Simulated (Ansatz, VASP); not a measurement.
One calculation of C, two programs

```
C
1.0
     2.45801   -0.36870    0.00000
    -1.54831    2.31305    0.00000
     0.00000    0.00000    7.04066
C
4
Cartesian
  0.0000 0.0000 0.0176
  0.0000 0.0000 3.5379
  -0.2129 1.4191 0.0176
  1.1226 0.5252 3.5379
```

Change from the starting cell: engineering shear strain xy -0.3000, normal strain along z +0.0700.

Alike in both runs: task single point; functional PBEsol; dispersion D3(BJ); k mesh 18 × 18 × 6; occupations gaussian, width 0.15 eV; no spin polarisation.

|  | VASP | Ansatz |
| --- | --- | --- |
| version | VASP 6.6.1 | Ansatz 0.2.0 |
| potentials or method | VASP PAW PBE potentials, release 64 (C), cutoff 520 eV | scalar-relativistic, plane waves, PAW |
| valence electrons in the cell | 16 | 16 |

```csv
,VASP,Ansatz,Ansatz less VASP
gap on the k mesh at the Fermi level (eV),0.17,0.17,0.000
least direct gap on the mesh (eV),0.19,0.20,+0.006
pressure (GPa),33.9,33.0,-0.89
"traceless stress, the component that is largest in VASP (GPa)",136.78,136.24,-0.545
rms of the force components (eV/Å),3.292,3.232,-0.0597
```

VASP's potentials were made for PBE, not for PBEsol, and Ansatz warns of the same on its side. Atom by atom the forces differ by 0.067 eV/Å (rms over components). Both programs put the cell under a high pressure, so it lies far from rest at this level.
